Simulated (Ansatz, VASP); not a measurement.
# One calculation of Sb, two programs

Contents of INCAR:

```
SYSTEM = Sb
PREC = Accurate
ENCUT = 520
EDIFF = 1E-7
ISMEAR = -1
SIGMA = 0.05
LREAL = .FALSE.
LASPH = .TRUE.
NELM = 100
ALGO = Normal
ISIF = 2
LWAVE = .FALSE.
LCHARG = .FALSE.
GGA = CA
NBANDS = 8
```

The input KPOINTS:

```
Automatic mesh
0
G
  10 10 10
  0 0 0
```

The input POSCAR:

```
Sb
1.0
   -1.8460493956      1.8460493956      1.8460493956
    1.8460493956     -1.8460493956      1.8460493956
    1.8460493956      1.8460493956     -1.8460493956
Sb
1
Direct
    0.0000000000      0.0000000000      0.0000000000
```

Contents of input.yaml:

```yaml
crystal:
  lattice:
    - [-1.8460493956, 1.8460493956, 1.8460493956]
    - [1.8460493956, -1.8460493956, 1.8460493956]
    - [1.8460493956, 1.8460493956, -1.8460493956]
  atoms:
    - { symbol: Sb, position: [0.0, 0.0, 0.0] }
hamiltonian:
  xc: lda
  pseudopotentials: { kind: paw }
kpoints:
  mp_grid: { grid: [10, 10, 10] }
scf:
  occupations: { method: fermi_dirac, width: 0.05 }
output:
  forces: true
  stress: true
  eigenvalues: true
  write_density: true
  write_potential: true
  elf: true
  volumetric_format: npy
```

Alike in both runs: task single point; functional LDA; k mesh 10 × 10 × 10; occupations fermi-dirac, width 0.05 eV; no spin polarisation.

|  | VASP | Ansatz |
| --- | --- | --- |
| version | VASP 6.6.1 | Ansatz 0.2.0 |
| potentials or method | VASP PAW LDA potentials, release 64 (Sb) | Ansatz PAW |
| plane-wave cutoff (eV) | 520 | 420 |
| valence electrons in the cell | 5 | 15 |

```csv
,VASP,Ansatz,Ansatz less VASP
gap on the k mesh at the Fermi level (eV),none,none,-
pressure (GPa),1.8,1.7,-0.15
```

LDA's correlation is that of Perdew and Zunger in VASP and of Perdew and Wang (1992) in Ansatz. A gap of «none» marks a metal or a gap that the smearing closes. VASP's potentials hold 5 valence electrons a cell and Ansatz's 15, so a difference there can come from the potentials and not from the codes.

Neither program's run includes spin-orbit coupling.
